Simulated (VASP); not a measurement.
# Fe (Fd-3m) in VASP: notebook

Fe is run at these levels: revPBE; tasks: single point.

Everything below comes from runs of VASP 6.6.1. Logs are shortened: lines on timing, memory, paths and dates and some standing lists are left out, and cuts for length are marked.

### Step 1. The cell of the first run

Symmetry: Fd-3m, No. 227, cubic system. The conventional cell has a = 4.698 Å, b = 4.698 Å, c = 4.698 Å, α = 90.00°, β = 90.00°, γ = 90.00°. Within 2.7 Å of Fe (site symmetry -43m) lie 4 Fe at 2.03 Å.

This isn't the form of Fe at room conditions, which is bcc.

### Step 2. Single point, revPBE, collinear spin, antiferromagnetic start (12.97 Å³/atom)

Input file INCAR:

```
SYSTEM = Fe
ALGO = Normal ; EDIFF = 1E-6
ENCUT = 600 ; GGA = RE
GGA_COMPAT = .FALSE. ; ISIF = 2
ISMEAR = -1 ; ISPIN = 2
LASPH = .TRUE. ; LCHARG = .TRUE.
LELF = .TRUE. ; LMAXMIX = 4
LORBIT = 11 ; LREAL = .FALSE.
LVHAR = .TRUE. ; LWAVE = .FALSE.
MAGMOM = 2.5 -2.5 ; NBANDS = 27
NELM = 200 ; PREC = Accurate
SIGMA = 0.05
```

Input file KPOINTS:

```
k-points
0
G
  13 13 13
  0 0 0
```

Input file POSCAR:

```
Fe
1.0
    0.0000000000      2.3492289904      2.3492289904
    2.3492289904      0.0000000000      2.3492289904
    2.3492289904      2.3492289904      0.0000000000
Fe
2
Direct
    0.1250000000      0.1250000000      0.1250000000
    0.8750000000      0.8750000000      0.8750000000
```

Potentials or basis: VASP PAW PBE potentials, release 64 (Fe_sv).

Started as:

```
$ cat potpaw_PBE.64/Fe_sv/POTCAR > POTCAR
$ mpirun -np 1 vasp_std > vasp.out
```

OUTCAR:

```text
SYSTEM = Fe
   EDIFF = 1E-6
   ENCUT = 600
   GGA = RE
   ISIF = 2
   ISMEAR = -1
   ISPIN = 2
   LASPH = .TRUE.
   LORBIT = 11
   LREAL = .FALSE.
   NELM = 200
   PREC = Accurate

 ion  position               nearest neighbor table
   1  0.125  0.125  0.125-   2 2.03   2 2.03   2 2.03   2 2.03
   2  0.875  0.875  0.875-   1 2.03   1 2.03   1 2.03   1 2.03

  LATTYP: Found a face centered cubic cell.
 ALAT       =     4.6984579808

  Lattice vectors:

 A1 = (   0.0000000000,   2.3492289904,   2.3492289904)
 A2 = (   2.3492289904,   0.0000000000,   2.3492289904)
 A3 = (   2.3492289904,   2.3492289904,   0.0000000000)

Analysis of symmetry for initial positions (statically):
=====================================================================
 Subroutine PRICEL returns:
 Original cell was already a primitive cell.

 Routine SETGRP: Setting up the symmetry group for a
 face centered cubic supercell.

 Subroutine GETGRP returns: Found 48 space group operations
 (whereof 12 operations were pure point group operations)
 out of a pool of 48 trial point group operations.

The static configuration has the point symmetry D_3d.
 The point group associated with its full space group is O_h .

Analysis of symmetry for dynamics (positions and initial velocities):
=====================================================================
 Subroutine PRICEL returns:
 Original cell was already a primitive cell.

 Routine SETGRP: Setting up the symmetry group for a
 face centered cubic supercell.

 Subroutine GETGRP returns: Found 48 space group operations
 (whereof 12 operations were pure point group operations)
 out of a pool of 48 trial point group operations.

The dynamic configuration has the point symmetry D_3d.
 The point group associated with its full space group is O_h .

Analysis of structural, dynamic, and magnetic symmetry:
=====================================================================
 Subroutine PRICEL returns:
 Original cell was already a primitive cell.

 Routine SETGRP: Setting up the symmetry group for a
 face centered cubic supercell.

 Subroutine GETGRP returns: Found 48 space group operations
 (whereof 12 operations were pure point group operations)
 out of a pool of 48 trial point group operations.

The overall configuration has the point symmetry D_3d.
 The point group associated with its full space group is O_h .

 Subroutine INISYM returns: Found 48 space group operations
 (whereof 12 operations are pure point group operations),
 and found     1 'primitive' translations

----------------------------------------------------------------------------------------

                                     Primitive cell

  volume of cell :      25.9302

  direct lattice vectors                    reciprocal lattice vectors
     0.000000000  2.349228990  2.349228990    -0.212835787  0.212835787  0.212835787
     2.349228990  0.000000000  2.349228990     0.212835787 -0.212835787  0.212835787
     2.349228990  2.349228990  0.000000000     0.212835787  0.212835787 -0.212835787

  length of vectors
     3.322311499  3.322311499  3.322311499     0.368642396  0.368642396  0.368642396

  position of ions in fractional coordinates (direct lattice)
     0.125000000  0.125000000  0.125000000
     0.875000000  0.875000000  0.875000000

  ion indices of the primitive-cell ions
   primitive index   ion index
                 1           1
                 2           2

----------------------------------------------------------------------------------------

 KPOINTS: k-points

Automatic generation of k-mesh.
 Grid dimensions read from file:
 generate k-points for:   13   13   13

 Generating k-lattice:

  Cartesian coordinates                     Fractional coordinates (reciprocal lattice)
    -0.016371984  0.016371984  0.016371984     0.076923077  0.000000000  0.000000000
     0.016371984 -0.016371984  0.016371984     0.000000000  0.076923077  0.000000000
     0.016371984  0.016371984 -0.016371984     0.000000000  0.000000000  0.076923077

  Length of vectors
     0.028357107  0.028357107  0.028357107

  Shift w.r.t. Gamma in fractional coordinates (k-lattice)
     0.000000000  0.000000000  0.000000000

 Subroutine IBZKPT returns following result:
 ===========================================

 Found     84 irreducible k-points:

 Following reciprocal coordinates:
            Coordinates               Weight
  0.000000  0.000000  0.000000      1.000000
  0.076923  0.000000  0.000000      8.000000
  0.153846  0.000000  0.000000      8.000000
  0.230769  0.000000  0.000000      8.000000
  0.307692  0.000000  0.000000      8.000000
  0.384615  0.000000  0.000000      8.000000
[... 16 lines left out ...]
  0.384615  0.153846  0.000000     24.000000
  0.461538  0.153846  0.000000     24.000000
 [... further k-points ...]
   k-points           NKPTS =     84   k-points in BZ     NKDIM =     84   number of bands    NBANDS=     27
   number of dos      NEDOS =    301   number of ions     NIONS =      2
   total plane-waves  NPLWV =  21952
   dimension x,y,z NGX =    28 NGY =   28 NGZ =   28
   dimension x,y,z NGXF=    56 NGYF=   56 NGZF=   56
   ions per type =               2
   NGX,Y,Z   is equivalent  to a cutoff of  14.01, 14.01, 14.01 a.u.
   NGXF,Y,Z  is equivalent  to a cutoff of  28.02, 28.02, 28.02 a.u.
 SYSTEM =  Fe
   PREC   = accura    normal or accurate (medium, high low for compatibility)
   ISTART =      0    job   : 0-new  1-cont  2-samecut
   ICHARG =      2    charge: 1-file 2-atom 10-const
   ISPIN  =      2    spin polarized calculation?
   LNONCOLLINEAR =      F non collinear calculations
   LSORBIT =      F    spin-orbit coupling
   LASPH  =      T    aspherical Exc in radial PAW
   ENCUT  =  600.0 eV  44.10 Ry    6.64 a.u.   6.64  6.64  6.64*2*pi/ulx,y,z
   NELM   =    200;   NELMIN=  2; NELMDL= -5     # of ELM steps
   EDIFF  = 0.1E-05   stopping-criterion for ELM
   LREAL  =      F    real-space projection
   EDIFFG = 0.1E-04   stopping-criterion for IOM
   NSW    =      0    number of steps for IOM
   IBRION =     -1    ionic relax: 0-MD 1-quasi-New 2-CG
   NFREE  =      0    steps in history (QN), initial steepest desc. (CG)
   ISIF   =      2    stress and relaxation
   ISYM   =      2    0-nonsym 1-usesym 2-fastsym
   POTIM  = 0.5000    time-step for ionic-motion
   TEBEG  =    0.0;   TEEND  =   0.0 temperature during run
   PSTRESS=    0.0 pullay stress
   NELECT =      32.0000    total number of electrons
   NUPDOWN=      -1.0000    fix difference up-down
   EMIN   =  10.00;   EMAX   =-10.00  energy-range for DOS
   EFERMI =   0.00;   METHOD = LEGACY
   ISMEAR =    -1;   SIGMA  =   0.05  broadening in eV -4-tet -1-fermi 0-gaus
   EFERMI_NEDOS =   21; number of points for ismear=-14 and -15
   IALGO  =     38    algorithm
   IMIX   =      4    mixing-type and parameters
     AMIX     =   0.40;   BMIX     =  1.00
     AMIX_MAG =   1.60;   BMIX_MAG =  1.00
  volume/ion in A,a.u.               =      12.97        87.49
  Fermi-wavevector in a.u.,A,eV,Ry     =   1.755993  3.318346 41.953725  3.083512
  Thomas-Fermi vector in A             =   2.825630
   LORBIT       =     11    0 simple, 1 ext, 2 COOP (PROOUT), +10 PAW based schemes
   GGA     = RE    functional components
   LHFCALC =     F    Hartree Fock is set to
   AEXX    =    0.0000 exact exchange contribution
   IVDW    =     0    specifies the selected vdW correction
   LEPSILON=     F    determine dielectric tensor
   LRPA    =     F    only Hartree local field effects (RPA)
 spin polarized calculation
  energy-cutoff  :      600.00
  volume of cell :       25.93
 maximum number of plane-waves:       893
   NGX = 13   NGY = 13   NGZ = 13

 number of electron      32.0000033 magnetization      -0.0000000

 number of electron      32.0000033 magnetization       0.0000000

 Free energy of the ion-electron system (eV)
  ---------------------------------------------------
  ext. energy  EPLUGINS =         0.00000000
  ---------------------------------------------------
  free energy    TOTEN  =       -13.07555536 eV

  energy without entropy =      -13.05819296  energy(sigma->0) =      -13.06687416

 E-fermi :  10.1564     XC(G=0): -12.5009

 val. band max:       10.1340265624   @ k =   0.3077   0.1538   0.0769
 cond. band min:      10.1696641127   @ k =   0.3846   0.0000   0.0000
 fundamental gap:      0.0356375503
 Fermi energy:        10.1563529510

 spin component 1

 k-point     1 :       0.0000    0.0000    0.0000
  band No.  band energies     occupation
      1     -77.2506      1.00000
      2     -76.6736      1.00000
      3     -43.4225      1.00000
      4     -43.4225      1.00000
      5     -43.4225      1.00000
      6     -42.6246      1.00000
[... 19 lines left out ...]
     26      26.5917      0.00000
     27      28.4479      0.00000
[... 661 lines left out ...]
 k-point    24 :       0.4615    0.1538    0.0000
  band No.  band energies     occupation
      1     -77.1020      1.00000
      2     -76.8255      1.00000
      3     -43.5671      1.00000
      4     -43.5366      1.00000
      5     -43.3155      1.00000
      6     -42.7373      1.00000
[... 19 lines left out ...]
     26      29.6556      0.00000
     27      32.0878      0.00000

 [... further k-points ...]

 spin component 2

 k-point     1 :       0.0000    0.0000    0.0000
  band No.  band energies     occupation
      1     -77.2506      1.00000
      2     -76.6736      1.00000
      3     -43.4225      1.00000
      4     -43.4225      1.00000
      5     -43.4225      1.00000
      6     -42.6246      1.00000
[... 19 lines left out ...]
     26      26.5917      0.00000
     27      28.4479      0.00000
[... 661 lines left out ...]
 k-point    24 :       0.4615    0.1538    0.0000
  band No.  band energies     occupation
      1     -77.1020      1.00000
      2     -76.8255      1.00000
      3     -43.5671      1.00000
      4     -43.5366      1.00000
      5     -43.3155      1.00000
      6     -42.7373      1.00000
[... 19 lines left out ...]
     26      29.6556      0.00000
     27      32.0878      0.00000

 [... further k-points ...]

------------------------ aborting loop because EDIFF is reached ----------------------------------------

  FORCE on cell =-STRESS in cart. coord.  units (eV):
  Direction    XX          YY          ZZ          XY          YZ          ZX
  --------------------------------------------------------------------------------------
  -------------------------------------------------------------------------------------
  Total        3.5097374      3.5097374      3.5097374     -0.0000000     -0.0000000      0.0000000
  in kB      216.8598527    216.8598527    216.8598527     -0.0000000     -0.0000000      0.0000000
  external PRESSURE =     216.8598527 kB  Pullay stress =       0.0000000 kB

 VOLUME and BASIS-vectors are now :
 -----------------------------------------------------------------------------
  energy-cutoff  :      600.00
  volume of cell :       25.93
      direct lattice vectors                 reciprocal lattice vectors
     0.000000000  2.349228990  2.349228990    -0.212835787  0.212835787  0.212835787
     2.349228990  0.000000000  2.349228990     0.212835787 -0.212835787  0.212835787
     2.349228990  2.349228990  0.000000000     0.212835787  0.212835787 -0.212835787

 POSITION                                       TOTAL-FORCE (eV/Angst)
 -----------------------------------------------------------------------------------
      0.58731      0.58731      0.58731        -0.000000      0.000000      0.000000
      4.11115      4.11115      4.11115         0.000000     -0.000000     -0.000000
 -----------------------------------------------------------------------------------
    total drift:                                0.000000      0.000000     -0.000000

  FREE ENERGIE OF THE ION-ELECTRON SYSTEM (eV)
  ---------------------------------------------------
  free  energy   TOTEN  =       -13.0755553553 eV

  energy  without entropy=      -13.0581929618  energy(sigma->0) =      -13.06687416

 total charge

# of ion       s       p       d       tot
------------------------------------------
    1        2.255   6.033   5.717  14.005
    2        2.255   6.033   5.717  14.005
--------------------------------------------------
tot          4.510  12.065  11.434  28.010

 magnetization (x)

# of ion       s       p       d       tot
------------------------------------------
    1       -0.000   0.000  -0.000  -0.000
    2        0.000  -0.000   0.000   0.000
--------------------------------------------------
tot          0.000   0.000   0.000   0.000
```

It took 65 s on 1 thread of Intel Xeon 6975P-C (Granite Rapids), shared host; peak memory 0.23 GiB.

Results:

| Item | Value |
| --- | --- |
| Free energy | -13.0756 eV |
| Pressure | 21.7 GPa |
| Band gap on the k mesh | zero (filled and empty bands overlap) |
| Net moment | 0.00 μB per cell |
| Valence electrons inside the program's atomic spheres | Fe 14.01 |

Caveat: the cell stands under pressure; the PAW data sets were made with another functional, which shifts forces and pressure a little.

### Step 3. Single point, revPBE, collinear spin, antiferromagnetic start (15.32 Å³/atom)

This run uses another cell than the first one, of 15.32 Å³/atom.

Input file INCAR:

```
  ALGO = Normal
  EDIFF = 1E-6
  ENCUT = 600
  GGA = RE
  GGA_COMPAT = False
  ISIF = 2
  ISMEAR = -1
  ISPIN = 2
  LASPH = True
  LCHARG = False
  LMAXMIX = 4
  LORBIT = 11
  LREAL = False
  LWAVE = False
  MAGMOM = 2.5 -2.5
  NBANDS = 27
  NELM = 200
  PREC = Accurate
  SIGMA = 0.05
```

Input file KPOINTS:

```
k-points
0
Gamma
  13 13 13
```

Input file POSCAR:

```
Fe
1.0
    0.0000000000      2.4837558744      2.4837558744
    2.4837558744      0.0000000000      2.4837558744
    2.4837558744      2.4837558744      0.0000000000
Fe
2
Direct
    0.1250000000      0.1250000000      0.1250000000
    0.8750000000      0.8750000000      0.8750000000
```

Potentials or basis: VASP PAW PBE potentials, release 64 (Fe_sv).

Started as:

```
$ cat potpaw_PBE.64/Fe_sv/POTCAR > POTCAR
$ mpirun -np 1 vasp_std > vasp.out
```

It took 2.8 min on 1 thread of Intel Xeon Platinum 8488C (Sapphire Rapids), shared host; peak memory 0.24 GiB.

Results (log left out):

| Property | Result |
| --- | --- |
| Free energy | -13.2923 eV |
| Pressure | -7.9 GPa |
| Band gap on the k mesh | zero (filled and empty bands overlap) |
| Net moment | 0.00 μB per cell |
| Valence electrons inside the program's atomic spheres | Fe 13.87 |

Levels at points of the mesh, in eV from the Fermi level:
Spin up:
```tsv
k point	band 14	band 15	band 16	band 17	band 18	band 19
(0.00, 0.00, 0.00)	-2.30	-0.35	-0.35	-0.35	1.15	1.15
```
Spin down:
| k point | band 14 | band 15 | band 16 | band 17 | band 18 | band 19 |
| --- | --- | --- | --- | --- | --- | --- |
| (0.00, 0.00, 0.00) | -2.30 | -0.35 | -0.35 | -0.35 | 1.15 | 1.15 |

Caveat: the cell stands under tension; the PAW data sets were made with another functional, which shifts forces and pressure a little.

(Part 1 of 2 ends here.)
